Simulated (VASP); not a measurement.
## Ge: single point with PBE

Crystal: Ge.

```
Ge
1.0
     2.65118    0.00000    0.00000
     0.00000    2.65118    0.00000
     0.00000    0.00000    2.65118
Ge
1
Cartesian
  0.0000 0.0000 0.0000
```

| Property | Result |
| --- | --- |
| Program | VASP 6.6.1 |
| Task | single point |
| Functional | PBE |
| Potentials or basis | VASP PAW PBE potentials, release 64 (Ge_d) |
| Cutoff | 520 eV |
| k mesh | 15 × 15 × 15 |
| Occupations | methfessel-paxton, width 0.05 eV |
| Spin | no spin polarisation |
| Dipole correction | no |
| Further INCAR settings | ALGO = Normal; EDIFF = 1e-06; NBANDS = 13 |

```
Pressure               : 4.8 GPa
Band gap on the k mesh : zero (band 7 reaches 13.57 eV, above the bottom of band 8 at 4.16 eV)
```

Levels at points of the mesh, in eV from the Fermi level:
```tsv
k point	band 4	band 5	band 6	band 7	band 8	band 9	band 10	band 11
(0.00, 0.00, 0.00)	-24.43	-24.43	-13.26	6.97	6.97	6.97	10.30	10.30
```

Wall time 6.7 s on 1 thread of Intel(R) Xeon(R) 6975P-C (Granite Rapids), on a shared host, peak memory 0.14 GiB.
